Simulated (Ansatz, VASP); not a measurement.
**One calculation of SnO2, two programs**

Contents of POSCAR:

```
SnO2
1.0
    0.0000000000      2.5568733049      2.5568733049
    2.5568733049      0.0000000000      2.5568733049
    2.5568733049      2.5568733049      0.0000000000
Sn O
1 2
Direct
    0.0000000000      0.0000000000      0.0000000000
    0.7500000000      0.7500000000      0.7500000000
    0.2500000000      0.2500000000      0.2500000000
```

INCAR.step1

```
PREC = Accurate
ENCUT = 520
ISMEAR = -1
SIGMA = 0.05
LREAL = False
LASPH = True
NELM = 100
NBANDS = 20
GGA = PE
ALGO = Normal
EDIFF = 1E-4
LWAVE = True
LCHARG = False
```

The input INCAR.step2:

```
PREC = Accurate
ENCUT = 520
EDIFF = 1E-7
ISMEAR = -1
SIGMA = 0.05
LREAL = False
LASPH = True
NELM = 100
ALGO = Normal
ISIF = 2
LWAVE = False
LCHARG = True
METAGGA = R2SCAN
LMIXTAU = True
LELF = True
LVHAR = True
NBANDS = 20
ISTART = 1
```

File KPOINTS:

```
Automatic mesh
0
Gamma
  9 9 9
```

File input.yaml:

```yaml
crystal:
  lattice:
    - [0.0, 2.5568733049, 2.5568733049]
    - [2.5568733049, 0.0, 2.5568733049]
    - [2.5568733049, 2.5568733049, 0.0]
  atoms:
    - { symbol: Sn, position: [0.0, 0.0, 0.0] }
    - { symbol: O, position: [0.75, 0.75, 0.75] }
    - { symbol: O, position: [0.25, 0.25, 0.25] }
hamiltonian:
  xc: r2scan
  pseudopotentials: { kind: paw }
kpoints:
  mp_grid: { grid: [9, 9, 9] }
scf:
  occupations: { method: fermi_dirac, width: 0.05 }
output:
  forces: true
  stress: true
  eigenvalues: true
```

Alike in both runs: task single point; functional r2SCAN; k mesh 9 × 9 × 9; occupations fermi-dirac, width 0.05 eV; no spin polarisation.

|  | VASP | Ansatz |
| --- | --- | --- |
| version | VASP 6.6.1 | Ansatz 0.2.0 |
| potentials or method | VASP PAW PBE potentials, release 64 (Sn_d, O) | Ansatz PAW |
| plane-wave cutoff (eV) | 520 | 500 |
| valence electrons in the cell | 26 | 26 |

Ansatz gave:

```
gap on the k mesh at the Fermi level (eV) : 0.64
least direct gap on the mesh (eV)         : 1.93
pressure (GPa)                            : -5.9
```

Task: Which values does VASP return?

Result: gap on the k mesh at the Fermi level (eV): 0.66; least direct gap on the mesh (eV): 1.95; pressure (GPa): -4.6.

VASP's potentials were made for PBE, not for r2SCAN.

Noted on Ansatz's run: odd divisions of the mesh miss points on the zone boundary, where band edges often lie, so the gap on the mesh can be too wide.
